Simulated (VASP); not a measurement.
# NbH2 (Fm-3m) in VASP: notebook

The runs below take NbH2 through single point, with LDA.

Program: VASP 6.6.1. These are calculated values, not measurements. Logs are shortened: lines on timing, memory, paths and dates and some standing lists are left out, and cuts for length are marked.

## Step 1: The cell of the first run

It takes space group Fm-3m (No. 225, cubic). The conventional cell has a = 4.593 Å, b = 4.593 Å, c = 4.593 Å, α = 90.00°, β = 90.00°, γ = 90.00°. Within 2.6 Å of Nb (site symmetry m-3m) lie 8 H at 1.99 Å. Within 2.6 Å of H (site symmetry -43m) lie 4 Nb at 1.99 Å and 6 H at 2.30 Å.

## Step 2: Single point, LDA (volume scaled by 1.02)

File INCAR:

```
PREC = Accurate
ENCUT = 520
EDIFF = 1E-6
ISMEAR = -1
SIGMA = 0.03
LREAL = False
LASPH = True
NELM = 100
ALGO = Normal
ISIF = 2
LWAVE = False
LCHARG = False
GGA = CA
NBANDS = 14
```

File KPOINTS:

```
Automatic mesh
0
Gamma
  15 15 15
```

File POSCAR:

```
NbH2
1.0
    0.0000000000      2.2966097119      2.2966097119
    2.2966097119      0.0000000000      2.2966097119
    2.2966097119      2.2966097119      0.0000000000
Nb H
1 2
Direct
    0.0000000000      0.0000000000      0.0000000000
    0.2500000000      0.2500000000      0.2500000000
    0.7500000000      0.7500000000      0.7500000000
```

Potentials or basis: VASP PAW LDA potentials, release 64 (Nb_sv, H).

On the command line:

```sh
cat potpaw_LDA.64/Nb_sv/POTCAR potpaw_LDA.64/H/POTCAR > POTCAR
mpirun -np 1 vasp_std > vasp.out
```

OUTCAR:

```text
PREC = Accurate
   ENCUT = 520
   EDIFF = 1E-6
   ISMEAR = -1
   LREAL = False
   LASPH = True
   NELM = 100
   ISIF = 2
   GGA = CA

 ion  position               nearest neighbor table
   1  0.000  0.000  0.000-
   2  0.250  0.250  0.250-
   3  0.750  0.750  0.750-

  LATTYP: Found a face centered cubic cell.
 ALAT       =     4.5932194238

  Lattice vectors:

 A1 = (   0.0000000000,   2.2966097119,   2.2966097119)
 A2 = (   2.2966097119,   0.0000000000,   2.2966097119)
 A3 = (   2.2966097119,   2.2966097119,   0.0000000000)

Analysis of symmetry for initial positions (statically):
=====================================================================
 Subroutine PRICEL returns:
 Original cell was already a primitive cell.

 Routine SETGRP: Setting up the symmetry group for a
 face centered cubic supercell.

 Subroutine GETGRP returns: Found 48 space group operations
 (whereof 48 operations were pure point group operations)
 out of a pool of 48 trial point group operations.

The static configuration has the point symmetry O_h .

Analysis of symmetry for dynamics (positions and initial velocities):
=====================================================================
 Subroutine PRICEL returns:
 Original cell was already a primitive cell.

 Routine SETGRP: Setting up the symmetry group for a
 face centered cubic supercell.

 Subroutine GETGRP returns: Found 48 space group operations
 (whereof 48 operations were pure point group operations)
 out of a pool of 48 trial point group operations.

The dynamic configuration has the point symmetry O_h .

 Subroutine INISYM returns: Found 48 space group operations
 (whereof 48 operations are pure point group operations),
 and found     1 'primitive' translations

----------------------------------------------------------------------------------------

                                     Primitive cell

  volume of cell :      24.2266

  direct lattice vectors                    reciprocal lattice vectors
     0.000000000  2.296609712  2.296609712    -0.217712221  0.217712221  0.217712221
     2.296609712  0.000000000  2.296609712     0.217712221 -0.217712221  0.217712221
     2.296609712  2.296609712  0.000000000     0.217712221  0.217712221 -0.217712221
[... 85 lines left out ...]
   NELM   =    100;   NELMIN=  2; NELMDL= -5     # of ELM steps
   EDIFF  = 0.1E-05   stopping-criterion for ELM
   LREAL  =      F    real-space projection
[... 7 lines left out ...]
   TEBEG  =    0.0;   TEEND  =   0.0 temperature during run
   PSTRESS=    0.0 pullay stress
   NELECT =      15.0000    total number of electrons
   NUPDOWN=      -1.0000    fix difference up-down
   EMIN   =  10.00;   EMAX   =-10.00  energy-range for DOS
   EFERMI =   0.00;   METHOD = LEGACY
   ISMEAR =    -1;   SIGMA  =   0.03  broadening in eV -4-tet -1-fermi 0-gaus
   EFERMI_NEDOS =   21; number of points for ismear=-14 and -15
   IALGO  =     38    algorithm
   IMIX   =      4    mixing-type and parameters
     AMIX     =   0.40;   BMIX     =  1.00
     AMIX_MAG =   1.60;   BMIX_MAG =  1.00
  volume/ion in A,a.u.               =       8.08        54.50
  Fermi-wavevector in a.u.,A,eV,Ry     =   1.395323  2.636778 26.489536  1.946926
  Thomas-Fermi vector in A             =   2.518786
   LORBIT       =      0    0 simple, 1 ext, 2 COOP (PROOUT), +10 PAW based schemes
   GGA     = CA    functional components
   LHFCALC =     F    Hartree Fock is set to
   AEXX    =    0.0000 exact exchange contribution
   IVDW    =     0    specifies the selected vdW correction
   LEPSILON=     F    determine dielectric tensor
   LRPA    =     F    only Hartree local field effects (RPA)
 non-spin polarized calculation
  energy-cutoff  :      520.00
  volume of cell :       24.23
 maximum number of plane-waves:       666
   NGX = 13   NGY = 13   NGZ = 13

 number of electron      15.0000002 magnetization

 Free energy of the ion-electron system (eV)
  ---------------------------------------------------
  ext. energy  EPLUGINS =         0.00000000
  ---------------------------------------------------
  free energy    TOTEN  =       -19.22949132 eV

  energy without entropy =      -19.22622392  energy(sigma->0) =      -19.22785762

 E-fermi :   9.5264     XC(G=0): -12.1457

 val. band max:        9.5212123124   @ k =  -0.4667   0.2667   0.1333
 cond. band min:       9.5283824035   @ k =  -0.4000   0.2667   0.0667
 fundamental gap:      0.0071700911
 Fermi energy:         9.5264371144

 k-point     1 :       0.0000    0.0000    0.0000
  band No.  band energies     occupation
      1     -45.5864      2.00000
      2     -21.5354      2.00000
      3     -21.5354      2.00000
      4     -21.5354      2.00000
      5      -0.9810      2.00000
      6       8.1867      2.00000
      7       8.1867      2.00000
      8       8.1867      2.00000
      9       8.5586      2.00000
     10      10.7377      0.00000
     11      10.7377      0.00000
     12      21.8293      0.00000
     13      22.7892      0.00000
     14      22.7892      0.00000
[... 377 lines left out ...]
      1     -45.5583      2.00000
      2     -21.7258      2.00000
      3     -21.5902      2.00000
      4     -21.5862      2.00000
      5       0.0447      2.00000
      6       4.9301      2.00000
      7       8.7478      2.00000
      8       8.7921      2.00000
      9       9.6626      0.02113
     10      11.0520      0.00000
     11      12.9204      0.00000
     12      19.1850      0.00000
     13      22.9425      0.00000
     14      23.1498      0.00000

 [... further k-points ...]

------------------------ aborting loop because EDIFF is reached ----------------------------------------

  FORCE on cell =-STRESS in cart. coord.  units (eV):
  Direction    XX          YY          ZZ          XY          YZ          ZX
  --------------------------------------------------------------------------------------
  -------------------------------------------------------------------------------------
  Total       -1.7322221     -1.7322221     -1.7322221      0.0000000      0.0000000      0.0000000
  in kB     -114.5572498   -114.5572498   -114.5572498      0.0000000      0.0000000      0.0000000
  external PRESSURE =    -114.5572498 kB  Pullay stress =       0.0000000 kB

 VOLUME and BASIS-vectors are now :
 -----------------------------------------------------------------------------
  energy-cutoff  :      520.00
  volume of cell :       24.23
      direct lattice vectors                 reciprocal lattice vectors
     0.000000000  2.296609712  2.296609712    -0.217712221  0.217712221  0.217712221
     2.296609712  0.000000000  2.296609712     0.217712221 -0.217712221  0.217712221
     2.296609712  2.296609712  0.000000000     0.217712221  0.217712221 -0.217712221

 POSITION                                       TOTAL-FORCE (eV/Angst)
 -----------------------------------------------------------------------------------
      0.00000      0.00000      0.00000        -0.000000      0.000000     -0.000000
      1.14830      1.14830      1.14830        -0.000000     -0.000000     -0.000000
      3.44491      3.44491      3.44491         0.000000      0.000000      0.000000
 -----------------------------------------------------------------------------------
    total drift:                               -0.000000      0.000000      0.000000

  FREE ENERGIE OF THE ION-ELECTRON SYSTEM (eV)
  ---------------------------------------------------
  free  energy   TOTEN  =       -19.2294913197 eV

  energy  without entropy=      -19.2262239219  energy(sigma->0) =      -19.22785762
```

It took 28 s on 1 thread of AMD EPYC 7R13 (Zen 3), shared host; peak memory 0.13 GiB.

Results:

| Property | Result |
| --- | --- |
| Free energy | -19.2295 eV |
| Pressure | -11.5 GPa |

Levels at points of the mesh, in eV from the Fermi level:
```tsv
k point	band 5	band 6	band 7	band 8	band 9	band 10	band 11	band 12
(0.00, 0.00, 0.00)	-10.51	-1.34	-1.34	-1.34	-0.97	1.21	1.21	12.30
```

## Step 3: Single point, LDA (volume scaled by 1.06)

File INCAR:

```
PREC     = Accurate       # precision mode
ENCUT    = 520            # plane-wave cutoff, eV
EDIFF    = 1E-7           # SCF threshold, eV
ISMEAR   = -1             # smearing method
SIGMA    = 0.03           # smearing width, eV
LREAL    = F              # projectors in reciprocal space
LASPH    = T              # aspherical terms in the spheres
NELM     = 100            # most SCF steps
ALGO     = Normal         # electronic algorithm
ISIF     = 2              # what is computed and relaxed
LWAVE    = F              # write WAVECAR
LCHARG   = F              # write CHGCAR
NBANDS   = 14             # bands
```

File KPOINTS:

```
regular mesh
0
Gamma
  15 15 15
```

File POSCAR:

```
NbH2
1.0
    0.0000000000      2.3262466544      2.3262466544
    2.3262466544      0.0000000000      2.3262466544
    2.3262466544      2.3262466544      0.0000000000
Nb H
1 2
Direct
    0.0000000000      0.0000000000      0.0000000000
    0.2500000000      0.2500000000      0.2500000000
    0.7500000000      0.7500000000      0.7500000000
```

Potentials or basis: VASP PAW LDA potentials, release 64 (Nb_sv, H).

On the command line:

```sh
cat potpaw_LDA.64/Nb_sv/POTCAR potpaw_LDA.64/H/POTCAR > POTCAR
mpirun -np 1 vasp_std > vasp.out
```

OUTCAR:

```text
PREC = Accurate
   ENCUT = 520
   EDIFF = 1E-7
   ISMEAR = -1
   LREAL = F
   LASPH = T
   NELM = 100
   ISIF = 2

 ion  position               nearest neighbor table
   1  0.000  0.000  0.000-
   2  0.250  0.250  0.250-
   3  0.750  0.750  0.750-

  LATTYP: Found a face centered cubic cell.
 ALAT       =     4.6524933088

  Lattice vectors:

 A1 = (   0.0000000000,   2.3262466544,   2.3262466544)
 A2 = (   2.3262466544,   0.0000000000,   2.3262466544)
 A3 = (   2.3262466544,   2.3262466544,   0.0000000000)

Analysis of symmetry for initial positions (statically):
=====================================================================
 Subroutine PRICEL returns:
 Original cell was already a primitive cell.

 Routine SETGRP: Setting up the symmetry group for a
 face centered cubic supercell.

 Subroutine GETGRP returns: Found 48 space group operations
 (whereof 48 operations were pure point group operations)
 out of a pool of 48 trial point group operations.

The static configuration has the point symmetry O_h .

Analysis of symmetry for dynamics (positions and initial velocities):
[... 175 lines left out ...]
      7       7.7774      2.00000
      8       7.7774      2.00000
      9       8.1427      2.00000
     10      10.2004      0.00000
     11      10.2004      0.00000
     12      21.1303      0.00000
     13      22.1545      0.00000
     14      22.1545      0.00000
[... 377 lines left out ...]
      1     -46.0777      2.00000
      2     -22.2406      2.00000
      3     -22.1235      2.00000
      4     -22.1200      2.00000
      5      -0.2513      2.00000
      6       4.6238      2.00000
      7       8.3119      2.00000
      8       8.3524      2.00000
      9       9.1936      0.02123
     10      10.4988      0.00000
     11      12.3449      0.00000
     12      18.5584      0.00000
     13      22.1084      0.00000
     14      22.3602      0.00000

 [... further k-points ...]

------------------------ aborting loop because EDIFF is reached ----------------------------------------

  FORCE on cell =-STRESS in cart. coord.  units (eV):
  Direction    XX          YY          ZZ          XY          YZ          ZX
  --------------------------------------------------------------------------------------
  -------------------------------------------------------------------------------------
  Total       -2.6430954     -2.6430954     -2.6430954      0.0000000      0.0000000      0.0000000
  in kB     -168.2000609   -168.2000609   -168.2000609      0.0000000      0.0000000      0.0000000
  external PRESSURE =    -168.2000609 kB  Pullay stress =       0.0000000 kB

 VOLUME and BASIS-vectors are now :
 -----------------------------------------------------------------------------
  energy-cutoff  :      520.00
  volume of cell :       25.18
      direct lattice vectors                 reciprocal lattice vectors
     0.000000000  2.326246654  2.326246654    -0.214938514  0.214938514  0.214938514
     2.326246654  0.000000000  2.326246654     0.214938514 -0.214938514  0.214938514
     2.326246654  2.326246654  0.000000000     0.214938514  0.214938514 -0.214938514

 POSITION                                       TOTAL-FORCE (eV/Angst)
 -----------------------------------------------------------------------------------
      0.00000      0.00000      0.00000        -0.000000      0.000000     -0.000000
      1.16312      1.16312      1.16312        -0.000000     -0.000000     -0.000000
      3.48937      3.48937      3.48937         0.000000      0.000000      0.000000
 -----------------------------------------------------------------------------------
    total drift:                               -0.000000      0.000000      0.000000

  FREE ENERGIE OF THE ION-ELECTRON SYSTEM (eV)
  ---------------------------------------------------
  free  energy   TOTEN  =       -19.1463958960 eV

  energy  without entropy=      -19.1430333528  energy(sigma->0) =      -19.14471462
```

stdout:

```text
POSCAR found type information on POSCAR NbH
 POSCAR found :  2 types and       3 ions
 scaLAPACK will be used
 LDA part: xc-table for (Slater(with rela. corr.)+CA(PZ))
 , standard interpolation
 POSCAR, INCAR and KPOINTS ok, starting setup
 FFT: planning ... GRIDC
 FFT: planning ... GRID_SOFT
 FFT: planning ... GRID
 WAVECAR not read
 entering main loop
```

It took 34 s on 1 thread of AMD EPYC 7R13 (Zen 3), shared host; peak memory 0.13 GiB.

What came out:

| Quantity | Value |
| --- | --- |
| Free energy | -19.1464 eV |
| Pressure | -16.8 GPa |

Levels at points of the mesh, in eV from the Fermi level:
```csv
k point,band 4,band 5,band 6,band 7,band 8,band 9,band 10,band 11,band 12,band 13
"(0.00, 0.00, 0.00)",-31.13,-10.29,-1.28,-1.28,-1.28,-0.91,1.14,1.14,12.07,13.10
```
